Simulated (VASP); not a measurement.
Write the native input for VASP 6.6.1 that does the following.

```yaml
Task: single point
Functional: LDA
Potentials_or_basis: VASP PAW LDA potentials, release 64 (Ge_d)
Cutoff: 520 eV
k_mesh: 16 × 16 × 15
Occupations: fermi-dirac, width 0.08 eV
Spin: no spin polarisation
Dipole_correction: no
Further_INCAR_settings: ALGO = Normal; EDIFF = 1e-06; NBANDS = 13
```

The structure of Ge lies in POSCAR:

```
Ge
1.0
    2.7170913414      0.0000000000      0.0000000000
   -1.3585456707      2.3530701260      0.0000000000
    0.0000000000      0.0000000000      2.5289565259
Ge
1
Direct
    0.0000000000      0.0000000000      0.0000000000
```

This isn't the form of Ge at room conditions, which is diamond.

The input as run:

INCAR

```
  ALGO = Normal
  EDIFF = 1E-6
  ENCUT = 520
  GGA = CA
  ISIF = 2
  ISMEAR = -1
  LASPH = T
  LCHARG = F
  LREAL = F
  LWAVE = F
  NBANDS = 13
  NELM = 80
  PREC = Accurate
  SIGMA = 0.08
```

KPOINTS

```
k-points
0
Gamma
  16 16 15
```

Potentials or basis: VASP PAW LDA potentials, release 64 (Ge_d).

Command:

```console
$ cat potpaw_LDA.64/Ge_d/POTCAR > POTCAR
$ mpirun -np 1 vasp_std > vasp.out
```

Results of the run:

| Quantity | Value |
| --- | --- |
| Pressure | 11.1 GPa |
| Band gap on the k mesh | zero (bands 7 and 8 overlap by 11.37 eV) |

Caveat: the cell stands under pressure.

It took 27 s on 1 thread of Intel Xeon 8259CL, with other jobs on the host, peak memory 0.15 GiB.
